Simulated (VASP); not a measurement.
# CoO (Fm-3m) in VASP: a series of runs

Runs on CoO. Level: PBEsol. Tasks: single point.

Everything below comes from runs of VASP 6.6.1. Logs are shortened: lines on timing, memory, paths and dates and some standing lists are left out, and cuts for length are marked.

## (1) The cell of the first run

It takes space group Fm-3m (No. 225, cubic). The conventional cell has a = 4.249 Å, b = 4.249 Å, c = 4.249 Å, α = 90.00°, β = 90.00°, γ = 90.00°. Within 2.8 Å of Co (site symmetry m-3m) lie 6 O at 2.12 Å. Within 2.8 Å of O (site symmetry m-3m) lie 6 Co at 2.12 Å.

## (2) Single point, PBEsol, collinear spin, ferromagnetic start (volume scaled by 0.99)

INCAR

```
SYSTEM = CoO
PREC = Accurate
ENCUT = 600
EDIFF = 1E-6
ISMEAR = -1
SIGMA = 0.05
LREAL = .FALSE.
LASPH = .TRUE.
NELM = 200
ALGO = Normal
ISIF = 2
LWAVE = .FALSE.
LCHARG = .FALSE.
ISPIN = 2
MAGMOM = 2 0
LORBIT = 11
LMAXMIX = 4
GGA = PS
NBANDS = 18
GGA_COMPAT = .FALSE.
```

KPOINTS

```
regular mesh
0
G
  16 16 16
  0 0 0
```

POSCAR

```
CoO
1.0
    0.0000000000      2.1243711842      2.1243711842
    2.1243711842      0.0000000000      2.1243711842
    2.1243711842      2.1243711842      0.0000000000
Co O
1 1
Direct
    0.0000000000      0.0000000000      0.0000000000
    0.5000000000      0.5000000000      0.5000000000
```

Potentials or basis: VASP PAW PBE potentials, release 64 (Co, O).

The run is started by

```
$ cat potpaw_PBE.64/Co/POTCAR potpaw_PBE.64/O/POTCAR > POTCAR
$ mpirun -np 1 vasp_std > vasp.out
```

OUTCAR:

```text
SYSTEM = CoO
   PREC = Accurate
   ENCUT = 600
   EDIFF = 1E-6
   ISMEAR = -1
   LREAL = .FALSE.
   LASPH = .TRUE.
   NELM = 200
   ISIF = 2
   ISPIN = 2
   LORBIT = 11
   GGA = PS

 ion  position               nearest neighbor table
   1  0.000  0.000  0.000-   2 2.12   2 2.12   2 2.12   2 2.12   2 2.12   2 2.12
   2  0.500  0.500  0.500-   1 2.12   1 2.12   1 2.12   1 2.12   1 2.12   1 2.12

  LATTYP: Found a face centered cubic cell.
 ALAT       =     4.2487423684

  Lattice vectors:

 A1 = (   0.0000000000,   2.1243711842,   2.1243711842)
 A2 = (   2.1243711842,   0.0000000000,   2.1243711842)
 A3 = (   2.1243711842,   2.1243711842,   0.0000000000)

Analysis of symmetry for initial positions (statically):
=====================================================================
 Subroutine PRICEL returns:
 Original cell was already a primitive cell.

 Routine SETGRP: Setting up the symmetry group for a
 face centered cubic supercell.

 Subroutine GETGRP returns: Found 48 space group operations
 (whereof 48 operations were pure point group operations)
 out of a pool of 48 trial point group operations.

The static configuration has the point symmetry O_h .

Analysis of symmetry for dynamics (positions and initial velocities):
=====================================================================
 Subroutine PRICEL returns:
 Original cell was already a primitive cell.

 Routine SETGRP: Setting up the symmetry group for a
 face centered cubic supercell.

 Subroutine GETGRP returns: Found 48 space group operations
 (whereof 48 operations were pure point group operations)
 out of a pool of 48 trial point group operations.

The dynamic configuration has the point symmetry O_h .

Analysis of structural, dynamic, and magnetic symmetry:
=====================================================================
 Subroutine PRICEL returns:
 Original cell was already a primitive cell.

 Routine SETGRP: Setting up the symmetry group for a
 face centered cubic supercell.

 Subroutine GETGRP returns: Found 48 space group operations
 (whereof 48 operations were pure point group operations)
 out of a pool of 48 trial point group operations.

The overall configuration has the point symmetry O_h .

 Subroutine INISYM returns: Found 48 space group operations
 (whereof 48 operations are pure point group operations),
 and found     1 'primitive' translations

----------------------------------------------------------------------------------------

                                     Primitive cell

  volume of cell :      19.1744

  direct lattice vectors                    reciprocal lattice vectors
     0.000000000  2.124371184  2.124371184    -0.235363765  0.235363765  0.235363765
     2.124371184  0.000000000  2.124371184     0.235363765 -0.235363765  0.235363765
     2.124371184  2.124371184  0.000000000     0.235363765  0.235363765 -0.235363765

  length of vectors
     3.004314540  3.004314540  3.004314540     0.407661999  0.407661999  0.407661999

  position of ions in fractional coordinates (direct lattice)
     0.000000000  0.000000000  0.000000000
     0.500000000  0.500000000  0.500000000

  ion indices of the primitive-cell ions
   primitive index   ion index
                 1           1
                 2           2

----------------------------------------------------------------------------------------

 KPOINTS: regular mesh

Automatic generation of k-mesh.
 Grid dimensions read from file:
 generate k-points for:   16   16   16

 Generating k-lattice:

  Cartesian coordinates                     Fractional coordinates (reciprocal lattice)
    -0.014710235  0.014710235  0.014710235     0.062500000  0.000000000  0.000000000
     0.014710235 -0.014710235  0.014710235     0.000000000  0.062500000  0.000000000
     0.014710235  0.014710235 -0.014710235     0.000000000  0.000000000  0.062500000

  Length of vectors
     0.025478875  0.025478875  0.025478875

  Shift w.r.t. Gamma in fractional coordinates (k-lattice)
     0.000000000  0.000000000  0.000000000

 Subroutine IBZKPT returns following result:
 ===========================================

 Found    145 irreducible k-points:

 Following reciprocal coordinates:
            Coordinates               Weight
  0.000000  0.000000  0.000000      1.000000
  0.062500  0.000000  0.000000      8.000000
  0.125000  0.000000  0.000000      8.000000
  0.187500  0.000000  0.000000      8.000000
  0.250000  0.000000  0.000000      8.000000
  0.312500  0.000000  0.000000      8.000000
[... 16 lines left out ...]
 -0.125000  0.062500  0.000000     24.000000
 -0.062500  0.062500  0.000000     12.000000
 [... further k-points ...]
   k-points           NKPTS =    145   k-points in BZ     NKDIM =    145   number of bands    NBANDS=     18
   number of dos      NEDOS =    301   number of ions     NIONS =      2
   total plane-waves  NPLWV =  13824
   dimension x,y,z NGX =    24 NGY =   24 NGZ =   24
[... 27 lines left out ...]
   EMIN   =  10.00;   EMAX   =-10.00  energy-range for DOS
   EFERMI =   0.00;   METHOD = LEGACY
   ISMEAR =    -1;   SIGMA  =   0.05  broadening in eV -4-tet -1-fermi 0-gaus
   EFERMI_NEDOS =   21; number of points for ismear=-14 and -15
   IALGO  =     38    algorithm
   IMIX   =      4    mixing-type and parameters
     AMIX     =   0.40;   BMIX     =  1.00
     AMIX_MAG =   1.60;   BMIX_MAG =  1.00
  volume/ion in A,a.u.               =       9.59        64.70
  Fermi-wavevector in a.u.,A,eV,Ry     =   1.508452  2.850561 30.959073  2.275428
  Thomas-Fermi vector in A             =   2.618904
   LORBIT       =     11    0 simple, 1 ext, 2 COOP (PROOUT), +10 PAW based schemes
   GGA     = PS    functional components
   LHFCALC =     F    Hartree Fock is set to
   AEXX    =    0.0000 exact exchange contribution
   IVDW    =     0    specifies the selected vdW correction
   LEPSILON=     F    determine dielectric tensor
   LRPA    =     F    only Hartree local field effects (RPA)
 spin polarized calculation
  energy-cutoff  :      600.00
  volume of cell :       19.17
 maximum number of plane-waves:       653
   NGX = 13   NGY = 13   NGZ = 13

 number of electron      15.0000006 magnetization       2.9222449

 Free energy of the ion-electron system (eV)
  ---------------------------------------------------
  ext. energy  EPLUGINS =         0.00000000
  ---------------------------------------------------
  free energy    TOTEN  =       -13.97194741 eV

  energy without entropy =      -13.93861948  energy(sigma->0) =      -13.95528345

 E-fermi :   7.9303     XC(G=0): -12.7056

 val. band max:        7.9302107199   @ k =   0.1875   0.1875   0.0000
 cond. band min:       7.9320907953   @ k =  -0.3750   0.0625   0.0000
 fundamental gap:      0.0018800754
 Fermi energy:         7.9302811199

 spin component 1

 k-point     1 :       0.0000    0.0000    0.0000
  band No.  band energies     occupation
      1     -12.3669      1.00000
      2       4.6414      1.00000
      3       4.6414      1.00000
      4       4.6751      1.00000
      5       4.6751      1.00000
      6       4.6751      1.00000
[... 10 lines left out ...]
     17      29.3350      0.00000
     18      32.7434      0.00000
[... 463 lines left out ...]
 k-point    24 :      -0.0625    0.0625    0.0000
  band No.  band energies     occupation
      1     -12.2566      1.00000
      2       3.5177      1.00000
      3       3.6052      1.00000
      4       4.1036      1.00000
      5       4.7936      1.00000
      6       4.8235      1.00000
[... 10 lines left out ...]
     17      30.9104      0.00000
     18      33.6407      0.00000

 [... further k-points ...]

 spin component 2

 k-point     1 :       0.0000    0.0000    0.0000
  band No.  band energies     occupation
      1     -11.8301      1.00000
      2       5.2841      1.00000
      3       5.2841      1.00000
      4       5.2841      1.00000
      5       6.8101      1.00000
      6       6.8101      1.00000
[... 10 lines left out ...]
     17      30.2795      0.00000
     18      33.5642      0.00000
[... 463 lines left out ...]
 k-point    24 :      -0.0625    0.0625    0.0000
  band No.  band energies     occupation
      1     -11.7167      1.00000
      2       4.3885      1.00000
      3       4.8621      1.00000
      4       4.9875      1.00000
      5       6.8661      1.00000
      6       7.0008      1.00000
[... 10 lines left out ...]
     17      31.7375      0.00000
     18      34.4800      0.00000

 [... further k-points ...]

------------------------ aborting loop because EDIFF is reached ----------------------------------------

  FORCE on cell =-STRESS in cart. coord.  units (eV):
  Direction    XX          YY          ZZ          XY          YZ          ZX
  --------------------------------------------------------------------------------------
  -------------------------------------------------------------------------------------
  Total       -1.2253184     -1.2253184     -1.2253184     -0.0000000     -0.0000000      0.0000000
  in kB     -102.3854709   -102.3854709   -102.3854709     -0.0000000     -0.0000000      0.0000000
  external PRESSURE =    -102.3854709 kB  Pullay stress =       0.0000000 kB

 VOLUME and BASIS-vectors are now :
 -----------------------------------------------------------------------------
  energy-cutoff  :      600.00
  volume of cell :       19.17
      direct lattice vectors                 reciprocal lattice vectors
     0.000000000  2.124371184  2.124371184    -0.235363765  0.235363765  0.235363765
     2.124371184  0.000000000  2.124371184     0.235363765 -0.235363765  0.235363765
     2.124371184  2.124371184  0.000000000     0.235363765  0.235363765 -0.235363765

 POSITION                                       TOTAL-FORCE (eV/Angst)
 -----------------------------------------------------------------------------------
      0.00000      0.00000      0.00000         0.000000     -0.000000     -0.000000
      2.12437      2.12437      2.12437        -0.000000      0.000000      0.000000
 -----------------------------------------------------------------------------------
    total drift:                                0.000000     -0.000000     -0.000000

  FREE ENERGIE OF THE ION-ELECTRON SYSTEM (eV)
  ---------------------------------------------------
  free  energy   TOTEN  =       -13.9719474145 eV

  energy  without entropy=      -13.9386194843  energy(sigma->0) =      -13.95528345

 total charge

# of ion       s       p       d       tot
------------------------------------------
    1        0.299   0.366   7.149   7.814
    2        1.547   3.405   0.000   4.952
--------------------------------------------------
tot          1.846   3.771   7.149  12.766

 magnetization (x)

# of ion       s       p       d       tot
------------------------------------------
    1        0.020   0.018   2.520   2.557
    2        0.029   0.284   0.000   0.314
--------------------------------------------------
tot          0.049   0.302   2.520   2.871
```

Wall time 2.6 min (1 thread of Intel Xeon 8259CL, shared host); peak memory 0.22 GiB.

Results:

```
Free energy                                           : -13.9719 eV
Pressure                                              : -10.2 GPa
Net moment                                            : 2.92 μB per cell
Site moments                                          : Co +2.56; O +0.31 μB
Valence electrons inside the program's atomic spheres : Co 7.81; O 4.95
```

Caveat: the PAW data sets were made with another functional, which shifts forces and pressure a little; a cell with one magnetic atom can't hold antiferromagnetic order, which such compounds often take; semilocal functionals often make such compounds metallic where correlation or magnetic order opens a gap, which also shifts bond lengths.

## (3) Single point, PBEsol, collinear spin, ferromagnetic start (volume scaled by 1.01)

INCAR

```
SYSTEM = CoO
  ALGO = Normal
  EDIFF = 1E-6
  ENCUT = 600
  GGA = PS
  GGA_COMPAT = .FALSE.
  ISIF = 2
  ISMEAR = -1
  ISPIN = 2
  LASPH = .TRUE.
  LCHARG = .FALSE.
  LMAXMIX = 4
  LORBIT = 11
  LREAL = .FALSE.
  LWAVE = .FALSE.
  MAGMOM = 2 0
  NBANDS = 18
  NELM = 200
  PREC = Accurate
  SIGMA = 0.05
```

KPOINTS

```
k-points
0
G
  16 16 16
  0 0 0
```

POSCAR

```
CoO
1.0
    0.0000000000      2.1385814474      2.1385814474
    2.1385814474      0.0000000000      2.1385814474
    2.1385814474      2.1385814474      0.0000000000
Co O
1 1
Direct
    0.0000000000      0.0000000000      0.0000000000
    0.5000000000      0.5000000000      0.5000000000
```

Potentials or basis: VASP PAW PBE potentials, release 64 (Co, O).

The run is started by

```
$ cat potpaw_PBE.64/Co/POTCAR potpaw_PBE.64/O/POTCAR > POTCAR
$ mpirun -np 1 vasp_std > vasp.out
```

It took 2.7 min on 1 thread of Intel Xeon 8259CL, shared host; peak memory 0.22 GiB.

Results (log left out):

```yaml
Free_energy: -13.9453 eV
Pressure: -13.1 GPa
Net_moment: 2.96 μB per cell
Site_moments: Co +2.58; O +0.32 μB
Valence_electrons_inside_the_program's_atomic_spheres: Co 7.78; O 4.94
```

Levels at points of the mesh, in eV from the Fermi level:
Spin up:
```tsv
k point	band 5	band 6	band 7	band 8	band 9	band 10	band 11	band 12	band 13	band 14
(0.00, 0.00, 0.00)	-3.17	-3.17	-3.14	-3.14	-3.14	0.78	16.53	17.82	17.82	17.82
(0.50, 0.00, 0.00)	-2.42	-2.42	-1.88	0.03	0.03	4.83	9.07	13.14	13.14	20.07
(0.50, 0.50, 0.00)	-3.98	-2.94	-2.45	-2.15	-2.15	5.60	9.55	11.40	15.41	15.41
```
Spin down:
```
           k point  band 2  band 3  band 4  band 5  band 6  band 7  band 8  band 9  band 10  band 11
(0.00, 0.00, 0.00)   -2.55   -2.55   -2.55   -1.08   -1.08   -1.08   -0.11   -0.11     1.34    16.48
(0.50, 0.00, 0.00)   -7.57   -4.63   -4.63   -0.11   -0.11    0.19    2.54    2.54     5.14     9.90
(0.50, 0.50, 0.00)   -6.38   -3.80   -3.80   -2.21    0.15    0.15    0.35    0.80     6.45    10.06
```

Caveat: the PAW data sets were made with another functional, which shifts forces and pressure a little; a cell with one magnetic atom can't hold antiferromagnetic order, which such compounds often take; semilocal functionals often make such compounds metallic where correlation or magnetic order opens a gap, which also shifts bond lengths.

## (4) Single point, PBEsol, collinear spin, ferromagnetic start (volume scaled by 1.02)

INCAR

```
ALGO = Normal
EDIFF = 1E-6
ENCUT = 600
GGA = PS
GGA_COMPAT = False
ISIF = 2
ISMEAR = -1
ISPIN = 2
LASPH = True
LCHARG = False
LMAXMIX = 4
LORBIT = 11
LREAL = False
LWAVE = False
MAGMOM = 2 0
NBANDS = 18
NELM = 200
PREC = Accurate
SIGMA = 0.05
```

KPOINTS

```
k-points
0
Gamma
  16 16 16
```

POSCAR

```
CoO
1.0
    0.0000000000      2.1456163054      2.1456163054
    2.1456163054      0.0000000000      2.1456163054
    2.1456163054      2.1456163054      0.0000000000
Co O
1 1
Direct
    0.0000000000      0.0000000000      0.0000000000
    0.5000000000      0.5000000000      0.5000000000
```

The run is started by

```
$ cat potpaw_PBE.64/Co/POTCAR potpaw_PBE.64/O/POTCAR > POTCAR
$ mpirun -np 1 vasp_std > vasp.out
```

It took 2.7 min on 1 thread of Intel Xeon 8259CL, shared host; peak memory 0.22 GiB.

It converged, with:

```yaml
Free_energy: -13.9293 eV
Pressure: -14.4 GPa
Band_gap_on_the_k_mesh: zero (filled and empty bands overlap)
Net_moment: 2.97 μB per cell
Site_moments: Co +2.59; O +0.32 μB
Valence_electrons_inside_the_program's_atomic_spheres: Co 7.76; O 4.94
```

Levels at points of the mesh, in eV from the Fermi level:
Spin up:
| k point | band 6 | band 7 | band 8 | band 9 | band 10 | band 11 | band 12 | band 13 |
| --- | --- | --- | --- | --- | --- | --- | --- | --- |
| (0.00, 0.00, 0.00) | -3.13 | -3.13 | -3.13 | -3.13 | 0.73 | 16.50 | 17.74 | 17.74 |
| (0.50, 0.00, 0.00) | -2.43 | -1.89 | 0.01 | 0.01 | 4.81 | 8.98 | 13.08 | 13.08 |
| (0.50, 0.50, 0.00) | -2.95 | -2.47 | -2.16 | -2.16 | 5.54 | 9.49 | 11.36 | 15.30 |
Spin down:
```
           k point  band 4  band 5  band 6  band 7  band 8  band 9
(0.00, 0.00, 0.00)   -2.50   -1.06   -1.06   -1.06   -0.10   -0.10
(0.50, 0.00, 0.00)   -4.56   -0.11   -0.11    0.19    2.52    2.52
(0.50, 0.50, 0.00)   -3.75   -2.16    0.14    0.14    0.35    0.79
```

Caveat: the PAW data sets were made with another functional, which shifts forces and pressure a little; a cell with one magnetic atom can't hold antiferromagnetic order, which such compounds often take; semilocal functionals often make such compounds metallic where correlation or magnetic order opens a gap, which also shifts bond lengths.

## (5) Single point, PBEsol, collinear spin, ferromagnetic start (volume scaled by 1.06)

INCAR

```
SYSTEM = CoO
  PREC = Accurate
  ENCUT = 600
  EDIFF = 1E-6
  ISMEAR = -1
  SIGMA = 0.05
  LREAL = .False.
  LASPH = .True.
  NELM = 200
  ALGO = Normal
  ISIF = 2
  LWAVE = .False.
  LCHARG = .False.
  ISPIN = 2
  MAGMOM = 2 0
  LORBIT = 11
  LMAXMIX = 4
  GGA = PS
  NBANDS = 18
  GGA_COMPAT = .False.
```

KPOINTS

```
regular mesh
0
Gamma
  16 16 16
  0 0 0
```

POSCAR

```
CoO
1.0
    0.0000000000      2.1733047310      2.1733047310
    2.1733047310      0.0000000000      2.1733047310
    2.1733047310      2.1733047310      0.0000000000
Co O
1 1
Direct
    0.0000000000      0.0000000000      0.0000000000
    0.5000000000      0.5000000000      0.5000000000
```

The run is started by

```
$ cat potpaw_PBE.64/Co/POTCAR potpaw_PBE.64/O/POTCAR > POTCAR
$ mpirun -np 1 vasp_std > vasp.out
```

Run time: 5 min. Hardware: 1 thread of Intel Xeon 8259CL, shared host; peak memory 0.25 GiB.

It converged, with:

| Quantity | Value |
| --- | --- |
| Free energy | -13.8495 eV |
| Pressure | -19.2 GPa |
| Band gap on the k mesh | zero (filled and empty bands overlap) |
| Net moment | 2.99 μB per cell |
| Site moments | Co +2.61; O +0.33 μB |
| Valence electrons inside the program's atomic spheres | Co 7.71; O 4.92 |

Levels at points of the mesh, in eV from the Fermi level:
Spin up:
| k point | band 6 | band 7 | band 8 | band 9 | band 10 | band 11 | band 12 | band 13 |
| --- | --- | --- | --- | --- | --- | --- | --- | --- |
| (0.00, 0.00, 0.00) | -3.07 | -2.97 | -2.97 | -2.97 | 0.55 | 16.38 | 17.46 | 17.46 |
| (0.50, 0.00, 0.00) | -2.43 | -1.91 | -0.08 | -0.08 | 4.73 | 8.63 | 12.83 | 12.83 |
| (0.50, 0.50, 0.00) | -2.95 | -2.54 | -2.17 | -2.17 | 5.30 | 9.26 | 11.19 | 14.88 |
Spin down:
| k point | band 2 | band 3 | band 4 | band 5 | band 6 | band 7 | band 8 | band 9 | band 10 | band 11 |
| --- | --- | --- | --- | --- | --- | --- | --- | --- | --- | --- |
| (0.00, 0.00, 0.00) | -2.35 | -2.35 | -2.35 | -0.98 | -0.98 | -0.98 | -0.05 | -0.05 | 1.11 | 16.32 |
| (0.50, 0.00, 0.00) | -7.14 | -4.31 | -4.31 | -0.10 | -0.10 | 0.18 | 2.42 | 2.42 | 5.04 | 9.47 |
| (0.50, 0.50, 0.00) | -6.00 | -3.54 | -3.54 | -2.01 | 0.13 | 0.13 | 0.37 | 0.74 | 6.14 | 9.77 |

Caveat: the PAW data sets were made with another functional, which shifts forces and pressure a little; a cell with one magnetic atom can't hold antiferromagnetic order, which such compounds often take; semilocal functionals often make such compounds metallic where correlation or magnetic order opens a gap, which also shifts bond lengths.

## (6) Overview

```csv
cell,gap on the mesh (eV),pressure (GPa),moment (μB)
"a = 3.004 Å, angles 60.0°, 2 atoms",none,-10.2,2.92
"a = 3.024 Å, angles 60.0°, 2 atoms",none,-13.1,2.96
"a = 3.034 Å, angles 60.0°, 2 atoms",none,-14.4,2.97
"a = 3.074 Å, angles 60.0°, 2 atoms",none,-19.2,2.99
```

Alike in all rows: task single point; level PBEsol; potentials or basis VASP PAW PBE potentials, release 64 (Co, O); spin collinear, ferromagnetic start; k mesh 16 × 16 × 16; cutoff (eV) 600; smearing fermi-dirac 0.05 eV.

Caveats: the PAW data sets were made with another functional, which shifts forces and pressure a little; a cell with one magnetic atom can't hold antiferromagnetic order, which such compounds often take; semilocal functionals often make such compounds metallic where correlation or magnetic order opens a gap, which also shifts bond lengths.

Total energies depend on the potentials used, so only differences within one code and one set of settings carry meaning.
